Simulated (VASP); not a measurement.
Input of a VASP 6.6.1 run:

The input POSCAR:

```
Sr
1.0
    4.3100000000      0.0000000000      0.0000000000
   -2.1550000000      3.7325690000      0.0000000000
    0.0000000000      0.0000000000      7.0500000000
Sr
2
Direct
    0.3333333333      0.6666666667      0.2500000000
    0.6666666667      0.3333333333      0.7500000000
```

INCAR.step1

```
SYSTEM = Sr
PREC = Accurate
ENCUT = 520
ISMEAR = 1
SIGMA = 0.1
LREAL = .FALSE.
LASPH = .TRUE.
NELM = 60
NBANDS = 17
GGA = PE
ALGO = Normal
EDIFF = 1E-4
LWAVE = .TRUE.
LCHARG = .FALSE.
```

INCAR.step2

```
SYSTEM = Sr
PREC = Accurate
ENCUT = 520
EDIFF = 1E-7
ISMEAR = 1
SIGMA = 0.1
LREAL = .FALSE.
LASPH = .TRUE.
NELM = 60
ALGO = Normal
ISIF = 2
LWAVE = .FALSE.
LCHARG = .TRUE.
METAGGA = R2SCAN
LMIXTAU = .TRUE.
LELF = .TRUE.
LVHAR = .TRUE.
NBANDS = 17
ISTART = 1
```

File KPOINTS:

```
regular mesh
0
G
  5 5 3
  0 0 0
```

Potentials or basis: VASP PAW PBE potentials, release 64 (Sr_sv).

Command:

```console
$ cat potpaw_PBE.64/Sr_sv/POTCAR > POTCAR
$ cp INCAR.step1 INCAR
$ mpirun -np 1 vasp_std > vasp.out
$ cp INCAR.step2 INCAR
$ mpirun -np 1 vasp_std > vasp.out
```

Question: Estimate the band gap on the k mesh.

Answer: Zero (band 10 reaches 1.58 eV, above the bottom of band 11 at 1.41 eV).

Question: Estimate the pressure.

Answer: 0.2 GPa.

Stress tensor (GPa, compression positive):
```
0.13 0.00 0.00
0.00 0.13 0.00
0.00 0.00 0.44
```

Caveat: the PAW data sets were made with another functional, which shifts forces and pressure a little.
